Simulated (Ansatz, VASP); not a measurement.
**One calculation of Te, two programs**

INCAR

```
SYSTEM = Te
PREC = Accurate ; ENCUT = 520
EDIFF = 1E-6 ; ISMEAR = -1
SIGMA = 0.1 ; LREAL = .False.
LASPH = .True. ; NELM = 80
ALGO = Normal ; ISIF = 2
LWAVE = .False. ; LCHARG = .True.
GGA = PE ; LELF = .True.
LVHAR = .True. ; NBANDS = 13
```

Contents of KPOINTS:

```
regular mesh
0
Gamma
  15 15 12
  0 0 0
```

POSCAR

```
Te
1.0
    4.1634262420      0.0000000000      0.0000000000
   -2.0817131210      3.6056328923      0.0000000000
    0.0000000000      0.0000000000      4.5281262244
Te
2
Direct
    0.3333333333      0.6666666667      0.2500000000
    0.6666666667      0.3333333333      0.7500000000
```

Input for Ansatz:

```yaml
crystal:
  lattice:
    - [4.163426242, 0.0, 0.0]
    - [-2.081713121, 3.6056328923, 0.0]
    - [0.0, 0.0, 4.5281262244]
  atoms:
    - { symbol: Te, position: [0.3333333333, 0.6666666667, 0.25] }
    - { symbol: Te, position: [0.6666666667, 0.3333333333, 0.75] }
hamiltonian:
  xc: pbe
  pseudopotentials:
    kind: paw
    azcp:
      Te: "pseudopotentials/Te.paw.azcp"
basis:
  ecutwfc: 420
  fft_grid_basis: typed
kpoints:
  mp_grid: { grid: [15, 15, 12], shift: [0, 0, 0] }
magnetization:
  spin_polarized: false
scf:
  occupations: { method: fermi_dirac, width: 0.1 }
output:
  stress: true
```

Alike in both runs: task single point; functional PBE; k mesh 15 × 15 × 12; occupations fermi-dirac, width 0.1 eV; no spin polarisation.

```csv
,VASP,Ansatz
version,VASP 6.6.1,Ansatz 0.2.0
potentials or method,"VASP PAW PBE potentials, release 64 (Te), cutoff 520 eV","plane waves (420 eV) with PAW, scalar-relativistic"
valence electrons in the cell,12,32
```

VASP gave:

* pressure (GPa): -3.2
* traceless stress, the component that is largest in VASP (GPa): -1.58

Q: What did Ansatz give for the same quantities?

A: Pressure (GPa): -3.2; traceless stress, the component that is largest in VASP (GPa): -1.57.

With one functional, cell and mesh, what is left measures potentials, basis and numerics. VASP's potentials hold 12 valence electrons a cell and Ansatz's 32, so a difference there can come from the potentials and not from the codes.

Spin-orbit coupling is off throughout.
